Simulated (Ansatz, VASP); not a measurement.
**Fe: VASP beside Ansatz**

File INCAR:

```
SYSTEM = Fe
PREC     = Accurate       ! precision mode
ENCUT    = 600            ! plane-wave cutoff, eV
EDIFF    = 1E-6           ! SCF threshold, eV
ISMEAR   = -1             ! smearing method
SIGMA    = 0.1            ! smearing width, eV
LREAL    = .FALSE.        ! projectors in reciprocal space
LASPH    = .TRUE.         ! aspherical terms in the spheres
NELM     = 200            ! most SCF steps
ALGO     = Normal         ! electronic algorithm
ISIF     = 2              ! what is computed and relaxed
LWAVE    = .FALSE.        ! write WAVECAR
LCHARG   = .TRUE.         ! write CHGCAR
ISPIN    = 2              ! spin polarisation
MAGMOM   = 2.5            ! initial moments
LORBIT   = 11             ! projections on sites
LMAXMIX  = 4              ! l up to which the mixer works
GGA      = PE             ! functional
LELF     = .TRUE.         ! ELF
LVHAR    = .TRUE.       
NBANDS   = 14             ! bands
GGA_COMPAT= .FALSE.
```

File KPOINTS:

```
Automatic mesh
0
G
  8 8 8
  0 0 0
```

The input POSCAR:

```
Fe
1.0
   -1.4220399169      1.4220399169      1.4220399169
    1.4220399169     -1.4220399169      1.4220399169
    1.4220399169      1.4220399169     -1.4220399169
Fe
1
Direct
    0.0000000000      0.0000000000      0.0000000000
```

Input for Ansatz:

```yaml
crystal:
  atoms:
  - position: [0.0, 0.0, 0.0]
    spin: 2.5
    symbol: Fe
  lattice:
  - [-1.4220399168758033, 1.4220399168758033, 1.4220399168758033]
  - [1.4220399168758033, -1.4220399168758033, 1.4220399168758033]
  - [1.4220399168758033, 1.4220399168758033, -1.4220399168758033]
hamiltonian:
  dispersion: none
  pseudopotentials:
    kind: all_electron
    lapw: {basis_error: 0.025 meV}
    relativity: none
  xc: pbe
kpoints:
  mp_grid:
    grid: [8, 8, 8]
    shift: [0, 0, 0]
magnetization: {spin_polarized: true}
output: {forces: true, stress: true}
scf:
  convergence: {dr2_threshold: 1e-10 eV}
  lower_state_search: 'off'
  max_iter: 200
  occupations: {method: fermi_dirac, width: 0.1}
```

Alike in both runs: task single point; functional PBE; k mesh 8 × 8 × 8; occupations fermi-dirac, width 0.1 eV; collinear spin.

```csv
,VASP,Ansatz
version,VASP 6.6.1,Ansatz 0.2 development build
potentials or method,"VASP PAW PBE potentials, release 64 (Fe), cutoff 600 eV","all-electron full-potential LAPW, non-relativistic"
```

VASP gave:

| Property | Result |
| --- | --- |
| pressure (GPa) | -1.7 |
| net moment per atom (μB) | 2.22 |
| size of the moment on the site where the two differ most (μB) | 2.22 |

Q: Which values does Ansatz return?

A: Pressure (GPa): 1.6; net moment per atom (μB): 2.20; size of the moment on the site where the two differ most (μB): 2.27.

Site moments also hang on the region over which each program counts them. Ansatz ran all-electron here, and VASP with PAW potentials.

The k mesh is coarse, so the values compare programs but aren't converged.
